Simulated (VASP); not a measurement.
# Pb (Fd-3m) in VASP: further runs

Pb is run at these levels: LDA; tasks: single point, relaxation of cell and atoms.

Program: VASP 6.6.1. These are calculated values, not measurements. Logs are shortened: lines on timing, memory, paths and dates and some standing lists are left out, and cuts for length are marked.

## Step 1: The cell of the first run

It takes space group Fd-3m (No. 227, cubic). Conventional cell: a = 7.005 Å, b = 7.005 Å, c = 7.005 Å, α = 90.00°, β = 90.00°, γ = 90.00°. Within 4.0 Å of Pb (site symmetry -43m) lie 4 Pb at 3.03 Å.

## Step 2: Single point, LDA (volume scaled by 1.08)

INCAR

```
ALGO = Normal ; EDIFF = 1E-7
ENCUT = 520 ; GGA = CA
ISIF = 2 ; ISMEAR = -1
LASPH = T ; LCHARG = T
LELF = T ; LREAL = F
LVHAR = T ; LWAVE = F
NBANDS = 21 ; NELM = 100
PREC = Accurate ; SIGMA = 0.1
```

KPOINTS

```
k-points
0
Gamma
  9 9 9
```

POSCAR

```
Pb
1.0
    0.0000000000      3.5023828076      3.5023828076
    3.5023828076      0.0000000000      3.5023828076
    3.5023828076      3.5023828076      0.0000000000
Pb
2
Direct
    0.1250000000      0.1250000000      0.1250000000
    0.8750000000      0.8750000000      0.8750000000
```

Potentials or basis: VASP PAW LDA potentials, release 64 (Pb_d).

Command:

```console
$ cat potpaw_LDA.64/Pb_d/POTCAR > POTCAR
$ mpirun -np 1 vasp_std > vasp.out
```

OUTCAR:

```text
EDIFF = 1E-7
   ENCUT = 520
   GGA = CA
   ISIF = 2
   ISMEAR = -1
   LASPH = T
   LREAL = F
   NELM = 100
   PREC = Accurate

 ion  position               nearest neighbor table
   1  0.125  0.125  0.125-   2 3.03   2 3.03   2 3.03   2 3.03
   2  0.875  0.875  0.875-   1 3.03   1 3.03   1 3.03   1 3.03

  LATTYP: Found a face centered cubic cell.
 ALAT       =     7.0047656152

  Lattice vectors:

 A1 = (   0.0000000000,   3.5023828076,   3.5023828076)
 A2 = (   3.5023828076,   0.0000000000,   3.5023828076)
 A3 = (   3.5023828076,   3.5023828076,   0.0000000000)

Analysis of symmetry for initial positions (statically):
=====================================================================
 Subroutine PRICEL returns:
 Original cell was already a primitive cell.

 Routine SETGRP: Setting up the symmetry group for a
 face centered cubic supercell.

 Subroutine GETGRP returns: Found 48 space group operations
 (whereof 12 operations were pure point group operations)
 out of a pool of 48 trial point group operations.

The static configuration has the point symmetry D_3d.
 The point group associated with its full space group is O_h .

Analysis of symmetry for dynamics (positions and initial velocities):
=====================================================================
 Subroutine PRICEL returns:
 Original cell was already a primitive cell.

 Routine SETGRP: Setting up the symmetry group for a
 face centered cubic supercell.

 Subroutine GETGRP returns: Found 48 space group operations
 (whereof 12 operations were pure point group operations)
 out of a pool of 48 trial point group operations.

The dynamic configuration has the point symmetry D_3d.
 The point group associated with its full space group is O_h .

 Subroutine INISYM returns: Found 48 space group operations
 (whereof 12 operations are pure point group operations),
 and found     1 'primitive' translations

----------------------------------------------------------------------------------------

                                     Primitive cell

[... 74 lines left out ...]
   total plane-waves  NPLWV =  64000
   dimension x,y,z NGX =    40 NGY =   40 NGZ =   40
   dimension x,y,z NGXF=    80 NGYF=   80 NGZF=   80
   ions per type =               2
   NGX,Y,Z   is equivalent  to a cutoff of  13.43, 13.43, 13.43 a.u.
   NGXF,Y,Z  is equivalent  to a cutoff of  26.85, 26.85, 26.85 a.u.
 SYSTEM =  unknown system
   PREC   = accura    normal or accurate (medium, high low for compatibility)
   ISTART =      0    job   : 0-new  1-cont  2-samecut
   ICHARG =      2    charge: 1-file 2-atom 10-const
   ISPIN  =      1    spin polarized calculation?
   LNONCOLLINEAR =      F non collinear calculations
   LSORBIT =      F    spin-orbit coupling
   LASPH  =      T    aspherical Exc in radial PAW
   ENCUT  =  520.0 eV  38.22 Ry    6.18 a.u.   9.21  9.21  9.21*2*pi/ulx,y,z
   NELM   =    100;   NELMIN=  2; NELMDL= -5     # of ELM steps
   EDIFF  = 0.1E-06   stopping-criterion for ELM
   LREAL  =      F    real-space projection
   EDIFFG = 0.1E-05   stopping-criterion for IOM
   NSW    =      0    number of steps for IOM
   IBRION =     -1    ionic relax: 0-MD 1-quasi-New 2-CG
   NFREE  =      0    steps in history (QN), initial steepest desc. (CG)
   ISIF   =      2    stress and relaxation
   ISYM   =      2    0-nonsym 1-usesym 2-fastsym
   POTIM  = 0.5000    time-step for ionic-motion
   TEBEG  =    0.0;   TEEND  =   0.0 temperature during run
   PSTRESS=    0.0 pullay stress
   NELECT =      28.0000    total number of electrons
   NUPDOWN=      -1.0000    fix difference up-down
   EMIN   =  10.00;   EMAX   =-10.00  energy-range for DOS
   EFERMI =   0.00;   METHOD = LEGACY
   ISMEAR =    -1;   SIGMA  =   0.10  broadening in eV -4-tet -1-fermi 0-gaus
   EFERMI_NEDOS =   21; number of points for ismear=-14 and -15
   IALGO  =     38    algorithm
   IMIX   =      4    mixing-type and parameters
     AMIX     =   0.40;   BMIX     =  1.00
     AMIX_MAG =   1.60;   BMIX_MAG =  1.00
  volume/ion in A,a.u.               =      42.96       289.93
  Fermi-wavevector in a.u.,A,eV,Ry     =   1.126559  2.128888 17.267629  1.269135
  Thomas-Fermi vector in A             =   2.263241
   LORBIT       =      0    0 simple, 1 ext, 2 COOP (PROOUT), +10 PAW based schemes
   GGA     = CA    functional components
   LHFCALC =     F    Hartree Fock is set to
   AEXX    =    0.0000 exact exchange contribution
   IVDW    =     0    specifies the selected vdW correction
   LEPSILON=     F    determine dielectric tensor
   LRPA    =     F    only Hartree local field effects (RPA)
 non-spin polarized calculation
  energy-cutoff  :      520.00
  volume of cell :       85.93
 maximum number of plane-waves:      2331
 NGX is ok and might be reduce to    40
   NGX = 19   NGY = 19   NGZ = 19

 number of electron      27.9999997 magnetization

 Free energy of the ion-electron system (eV)
  ---------------------------------------------------
  ext. energy  EPLUGINS =         0.00000000
  ---------------------------------------------------
  free energy    TOTEN  =        -7.85498385 eV

  energy without entropy =       -7.83521046  energy(sigma->0) =       -7.84509715

 E-fermi :   3.5575     XC(G=0):  -8.5333

 val. band max:        3.4369032018   @ k =   0.1111   0.1111   0.0000
 cond. band min:       3.6964766289   @ k =  -0.1111   0.1111   0.0000
 fundamental gap:      0.2595734271
 Fermi energy:         3.5575023288

 k-point     1 :       0.0000    0.0000    0.0000
  band No.  band energies     occupation
      1     -13.4866      2.00000
      2     -13.4866      2.00000
      3     -13.4866      2.00000
      4     -13.4155      2.00000
      5     -13.4155      2.00000
      6     -13.0398      2.00000
[... 565 lines left out ...]
     20      12.0404      0.00000
     21      13.5592      0.00000

 [... further k-points ...]
[... 5 lines left out ...]
  --------------------------------------------------------------------------------------
  -------------------------------------------------------------------------------------
  Total       -1.1486473     -1.1486473     -1.1486473      0.0000000      0.0000000     -0.0000000
  in kB      -21.4178786    -21.4178786    -21.4178786      0.0000000      0.0000000     -0.0000000
  external PRESSURE =     -21.4178786 kB  Pullay stress =       0.0000000 kB

 VOLUME and BASIS-vectors are now :
 -----------------------------------------------------------------------------
  energy-cutoff  :      520.00
  volume of cell :       85.93
      direct lattice vectors                 reciprocal lattice vectors
     0.000000000  3.502382808  3.502382808    -0.142759952  0.142759952  0.142759952
     3.502382808  0.000000000  3.502382808     0.142759952 -0.142759952  0.142759952
     3.502382808  3.502382808  0.000000000     0.142759952  0.142759952 -0.142759952

 POSITION                                       TOTAL-FORCE (eV/Angst)
 -----------------------------------------------------------------------------------
      0.87560      0.87560      0.87560         0.000000      0.000000      0.000000
      6.12917      6.12917      6.12917        -0.000000     -0.000000     -0.000000
 -----------------------------------------------------------------------------------
    total drift:                                0.000000      0.000000     -0.000000

  FREE ENERGIE OF THE ION-ELECTRON SYSTEM (eV)
  ---------------------------------------------------
  free  energy   TOTEN  =        -7.8549838502 eV

  energy  without entropy=       -7.8352104595  energy(sigma->0) =       -7.84509715
```

Wall time 38 s (1 thread of AMD EPYC 9R45 (Zen 5), shared host); peak memory 0.18 GiB.

Results:

```yaml
Free_energy: -7.8550 eV
Pressure: -2.1 GPa
Band_gap_on_the_k_mesh: zero (band 14 reaches 3.94 eV, above the bottom of band 15 at 2.90 eV)
```

Levels at points of the mesh, in eV from the Fermi level:
| k point | band 11 | band 12 | band 13 | band 14 | band 15 | band 16 | band 17 | band 18 |
| --- | --- | --- | --- | --- | --- | --- | --- | --- |
| (0.00, 0.00, 0.00) | -10.84 | -4.24 | 0.38 | 0.38 | 0.38 | 2.36 | 2.36 | 2.36 |

Caveat: spin-orbit coupling is left out, which moves the levels of the heavy elements.

## Step 3: Single point, LDA (volume scaled by 1.12)

INCAR

```
PREC = Accurate
ENCUT = 520
EDIFF = 1E-6
ISMEAR = -1
SIGMA = 0.1
LREAL = F
LASPH = T
NELM = 80
ALGO = Normal
ISIF = 2
LWAVE = F
LCHARG = T
LELF = T
LVHAR = T
NBANDS = 21
```

KPOINTS

```
Automatic mesh
0
Gamma
  9 9 9
```

POSCAR

```
Pb
1.0
    0.0000000000      3.5450990030      3.5450990030
    3.5450990030      0.0000000000      3.5450990030
    3.5450990030      3.5450990030      0.0000000000
Pb
2
Direct
    0.1250000000      0.1250000000      0.1250000000
    0.8750000000      0.8750000000      0.8750000000
```

Potentials or basis: VASP PAW LDA potentials, release 64 (Pb_d).

Command:

```console
$ cat potpaw_LDA.64/Pb_d/POTCAR > POTCAR
$ mpirun -np 1 vasp_std > vasp.out
```

OUTCAR:

```text
PREC = Accurate
   ENCUT = 520
   EDIFF = 1E-6
   ISMEAR = -1
   LREAL = F
   LASPH = T
   NELM = 80
   ISIF = 2

 ion  position               nearest neighbor table
   1  0.125  0.125  0.125-   2 3.07   2 3.07   2 3.07   2 3.07
   2  0.875  0.875  0.875-   1 3.07   1 3.07   1 3.07   1 3.07

  LATTYP: Found a face centered cubic cell.
 ALAT       =     7.0901980060

  Lattice vectors:

 A1 = (   0.0000000000,   3.5450990030,   3.5450990030)
 A2 = (   3.5450990030,   0.0000000000,   3.5450990030)
 A3 = (   3.5450990030,   3.5450990030,   0.0000000000)

Analysis of symmetry for initial positions (statically):
=====================================================================
 Subroutine PRICEL returns:
 Original cell was already a primitive cell.

 Routine SETGRP: Setting up the symmetry group for a
 face centered cubic supercell.

 Subroutine GETGRP returns: Found 48 space group operations
 (whereof 12 operations were pure point group operations)
 out of a pool of 48 trial point group operations.

The static configuration has the point symmetry D_3d.
 The point group associated with its full space group is O_h .

Analysis of symmetry for dynamics (positions and initial velocities):
=====================================================================
 Subroutine PRICEL returns:
 Original cell was already a primitive cell.

 Routine SETGRP: Setting up the symmetry group for a
 face centered cubic supercell.

 Subroutine GETGRP returns: Found 48 space group operations
 (whereof 12 operations were pure point group operations)
 out of a pool of 48 trial point group operations.

The dynamic configuration has the point symmetry D_3d.
 The point group associated with its full space group is O_h .

 Subroutine INISYM returns: Found 48 space group operations
 (whereof 12 operations are pure point group operations),
 and found     1 'primitive' translations

----------------------------------------------------------------------------------------

                                     Primitive cell

  volume of cell :      89.1077

  direct lattice vectors                    reciprocal lattice vectors
     0.000000000  3.545099003  3.545099003    -0.141039785  0.141039785  0.141039785
     3.545099003  0.000000000  3.545099003     0.141039785 -0.141039785  0.141039785
     3.545099003  3.545099003  0.000000000     0.141039785  0.141039785 -0.141039785

  length of vectors
     5.013527090  5.013527090  5.013527090     0.244288073  0.244288073  0.244288073

  position of ions in fractional coordinates (direct lattice)
     0.125000000  0.125000000  0.125000000
     0.875000000  0.875000000  0.875000000

  ion indices of the primitive-cell ions
   primitive index   ion index
                 1           1
                 2           2

----------------------------------------------------------------------------------------

 KPOINTS: Automatic mesh

Automatic generation of k-mesh.
 Grid dimensions read from file:
 generate k-points for:    9    9    9

 Generating k-lattice:

  Cartesian coordinates                     Fractional coordinates (reciprocal lattice)
    -0.015671087  0.015671087  0.015671087     0.111111111  0.000000000  0.000000000
     0.015671087 -0.015671087  0.015671087     0.000000000  0.111111111  0.000000000
     0.015671087  0.015671087 -0.015671087     0.000000000  0.000000000  0.111111111

  Length of vectors
     0.027143119  0.027143119  0.027143119

  Shift w.r.t. Gamma in fractional coordinates (k-lattice)
     0.000000000  0.000000000  0.000000000

 Subroutine IBZKPT returns following result:
 ===========================================

 Found     35 irreducible k-points:

 Following reciprocal coordinates:
            Coordinates               Weight
  0.000000  0.000000  0.000000      1.000000
  0.111111  0.000000  0.000000      8.000000
  0.222222  0.000000  0.000000      8.000000
  0.333333  0.000000  0.000000      8.000000
  0.444444  0.000000  0.000000      8.000000
  0.111111  0.111111  0.000000      6.000000
[... 16 lines left out ...]
 -0.333333  0.333333  0.000000     12.000000
  0.444444  0.444444  0.000000      6.000000
 [... further k-points ...]
   k-points           NKPTS =     35   k-points in BZ     NKDIM =     35   number of bands    NBANDS=     21
   number of dos      NEDOS =    301   number of ions     NIONS =      2
   total plane-waves  NPLWV =  64000
   dimension x,y,z NGX =    40 NGY =   40 NGZ =   40
   dimension x,y,z NGXF=    80 NGYF=   80 NGZF=   80
   ions per type =               2
   NGX,Y,Z   is equivalent  to a cutoff of  13.26, 13.26, 13.26 a.u.
   NGXF,Y,Z  is equivalent  to a cutoff of  26.53, 26.53, 26.53 a.u.
 SYSTEM =  unknown system
   PREC   = accura    normal or accurate (medium, high low for compatibility)
   ISTART =      0    job   : 0-new  1-cont  2-samecut
   ICHARG =      2    charge: 1-file 2-atom 10-const
   ISPIN  =      1    spin polarized calculation?
   LNONCOLLINEAR =      F non collinear calculations
   LSORBIT =      F    spin-orbit coupling
   LASPH  =      T    aspherical Exc in radial PAW
   ENCUT  =  520.0 eV  38.22 Ry    6.18 a.u.   9.32  9.32  9.32*2*pi/ulx,y,z
   NELM   =     80;   NELMIN=  2; NELMDL= -5     # of ELM steps
   EDIFF  = 0.1E-05   stopping-criterion for ELM
   LREAL  =      F    real-space projection
   EDIFFG = 0.1E-04   stopping-criterion for IOM
   NSW    =      0    number of steps for IOM
   IBRION =     -1    ionic relax: 0-MD 1-quasi-New 2-CG
   NFREE  =      0    steps in history (QN), initial steepest desc. (CG)
   ISIF   =      2    stress and relaxation
   ISYM   =      2    0-nonsym 1-usesym 2-fastsym
   POTIM  = 0.5000    time-step for ionic-motion
   TEBEG  =    0.0;   TEEND  =   0.0 temperature during run
   PSTRESS=    0.0 pullay stress
   NELECT =      28.0000    total number of electrons
   NUPDOWN=      -1.0000    fix difference up-down
   EMIN   =  10.00;   EMAX   =-10.00  energy-range for DOS
   EFERMI =   0.00;   METHOD = LEGACY
   ISMEAR =    -1;   SIGMA  =   0.10  broadening in eV -4-tet -1-fermi 0-gaus
   EFERMI_NEDOS =   21; number of points for ismear=-14 and -15
   IALGO  =     38    algorithm
   IMIX   =      4    mixing-type and parameters
     AMIX     =   0.40;   BMIX     =  1.00
     AMIX_MAG =   1.60;   BMIX_MAG =  1.00
  volume/ion in A,a.u.               =      44.55       300.66
  Fermi-wavevector in a.u.,A,eV,Ry     =   1.112985  2.103236 16.854008  1.238735
  Thomas-Fermi vector in A             =   2.249565
   LORBIT       =      0    0 simple, 1 ext, 2 COOP (PROOUT), +10 PAW based schemes
   GGA     = CA    functional components
   LHFCALC =     F    Hartree Fock is set to
   AEXX    =    0.0000 exact exchange contribution
   IVDW    =     0    specifies the selected vdW correction
   LEPSILON=     F    determine dielectric tensor
   LRPA    =     F    only Hartree local field effects (RPA)
 non-spin polarized calculation
  energy-cutoff  :      520.00
  volume of cell :       89.11
 maximum number of plane-waves:      2424
 NGX is ok and might be reduce to    40
   NGX = 19   NGY = 19   NGZ = 19

 number of electron      27.9999999 magnetization

 Free energy of the ion-electron system (eV)
  ---------------------------------------------------
  ext. energy  EPLUGINS =         0.00000000
  ---------------------------------------------------
  free energy    TOTEN  =        -7.80579841 eV

  energy without entropy =       -7.78381505  energy(sigma->0) =       -7.79480673

 E-fermi :   3.2477     XC(G=0):  -8.3836

 val. band max:        3.1474354473   @ k =   0.1111   0.1111   0.0000
 cond. band min:       3.3898265941   @ k =  -0.1111   0.1111   0.0000
 fundamental gap:      0.2423911469
 Fermi energy:         3.2476833567

 k-point     1 :       0.0000    0.0000    0.0000
  band No.  band energies     occupation
      1     -13.7336      2.00000
      2     -13.7336      2.00000
      3     -13.7336      2.00000
      4     -13.6680      2.00000
      5     -13.6680      2.00000
      6     -13.3262      2.00000
[... 13 lines left out ...]
     20      11.1190      0.00000
     21      11.1190      0.00000
[... 529 lines left out ...]
 k-point    24 :       0.4444    0.4444    0.0000
  band No.  band energies     occupation
      1     -13.7873      2.00000
      2     -13.7873      2.00000
      3     -13.6782      2.00000
      4     -13.6136      2.00000
      5     -13.5205      2.00000
      6     -13.4590      2.00000
[... 13 lines left out ...]
     20      11.5188      0.00000
     21      13.1222      0.00000

 [... further k-points ...]

------------------------ aborting loop because EDIFF is reached ----------------------------------------

  FORCE on cell =-STRESS in cart. coord.  units (eV):
  Direction    XX          YY          ZZ          XY          YZ          ZX
  --------------------------------------------------------------------------------------
  -------------------------------------------------------------------------------------
  Total       -1.6142455     -1.6142455     -1.6142455     -0.0000000      0.0000000     -0.0000000
  in kB      -29.0245215    -29.0245215    -29.0245215     -0.0000000      0.0000000     -0.0000000
  external PRESSURE =     -29.0245215 kB  Pullay stress =       0.0000000 kB

 VOLUME and BASIS-vectors are now :
 -----------------------------------------------------------------------------
  energy-cutoff  :      520.00
  volume of cell :       89.11
      direct lattice vectors                 reciprocal lattice vectors
     0.000000000  3.545099003  3.545099003    -0.141039785  0.141039785  0.141039785
     3.545099003  0.000000000  3.545099003     0.141039785 -0.141039785  0.141039785
     3.545099003  3.545099003  0.000000000     0.141039785  0.141039785 -0.141039785

 POSITION                                       TOTAL-FORCE (eV/Angst)
 -----------------------------------------------------------------------------------
      0.88627      0.88627      0.88627        -0.000000      0.000000      0.000000
      6.20392      6.20392      6.20392         0.000000     -0.000000     -0.000000
 -----------------------------------------------------------------------------------
    total drift:                                0.000000      0.000000     -0.000000

  FREE ENERGIE OF THE ION-ELECTRON SYSTEM (eV)
  ---------------------------------------------------
  free  energy   TOTEN  =        -7.8057984130 eV

  energy  without entropy=       -7.7838150496  energy(sigma->0) =       -7.79480673
```

OSZICAR:

```text
N       E                     dE             d eps       ncg     rms          rms(c)
DAV:   1     0.286705954514E+03    0.28671E+03   -0.13891E+04  1470   0.143E+03
DAV:   2     0.139973577435E+02   -0.27271E+03   -0.26664E+03  1485   0.382E+02
DAV:   3    -0.708546615695E+01   -0.21083E+02   -0.20934E+02  1776   0.133E+02
DAV:   4    -0.781933590089E+01   -0.73387E+00   -0.73359E+00  1720   0.309E+01
DAV:   5    -0.785734065717E+01   -0.38005E-01   -0.38004E-01  2054   0.631E+00    0.133E+00
DAV:   6    -0.782239655246E+01    0.34944E-01   -0.33948E-02  2169   0.213E+00    0.755E-01
DAV:   7    -0.780590380370E+01    0.16493E-01   -0.29335E-02  1908   0.207E+00    0.143E-01
DAV:   8    -0.780582202972E+01    0.81774E-04   -0.52600E-03  1874   0.970E-01    0.393E-02
DAV:   9    -0.780578100459E+01    0.41025E-04   -0.43402E-04  1956   0.303E-01    0.235E-02
DAV:  10    -0.780579860828E+01   -0.17604E-04   -0.35537E-05  1950   0.579E-02    0.531E-03
DAV:  11    -0.780579841296E+01    0.19531E-06   -0.94328E-07  1310   0.812E-03
   1 F= -.78057984E+01 E0= -.77948067E+01  d E =-.219834E-01
```

Run time: 32 s. Hardware: 1 thread of AMD EPYC 9R45 (Zen 5), shared host; peak memory 0.18 GiB.

Results:

| Item | Value |
| --- | --- |
| Free energy | -7.8058 eV |
| Pressure | -2.9 GPa |
| Band gap on the k mesh | zero (band 14 reaches 3.62 eV, above the bottom of band 15 at 2.63 eV) |

Caveat: spin-orbit coupling is left out, which moves the levels of the heavy elements.

[end of part 1 of 2]
